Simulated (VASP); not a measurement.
CuAu: single point with PBEsol

The system is CuAu.

```xyz
2
Lattice="1.4236 0.8219 4.1986 -1.4236 0.8219 4.1986 0.0000 -1.6438 4.1986" Properties=species:S:1:pos:R:3 pbc="T T T"
Au    0.0000    0.0000    0.0000
Cu    0.0000    0.0000    6.2980
```

- Program: VASP 6.6.1
- Task: single point
- Functional: PBEsol
- Potentials or basis: VASP PAW PBE potentials, release 64 (Au, Cu)
- Cutoff: 520 eV
- k mesh: 11 × 11 × 11
- Occupations: fermi-dirac, width 0.05 eV
- Spin: no spin polarisation

* Pressure: -2.5 GPa
* Band gap on the k mesh: zero (bands 11 and 12 overlap by 4.26 eV)

Stress tensor (GPa, compression positive):
```
-3.33  0.00  0.00
 0.00 -3.33  0.00
 0.00  0.00 -0.77
```

Levels at points of the mesh, in eV from the Fermi level:
```csv
k point,band 9,band 10,band 11,band 12,band 13,band 14
"(0.00, 0.00, 0.00)",-2.28,-1.61,-1.61,-0.26,4.80,14.52
```

Wall time 2.8 min on 1 thread of Intel(R) Xeon(R) Platinum 8375C CPU @ 2.90GHz (Ice Lake), with other jobs on the host, peak memory 0.26 GiB.

Caveat: the PAW data sets were made with another functional, which shifts forces and pressure a little; spin-orbit coupling is left out, which moves the levels of the heavy elements.
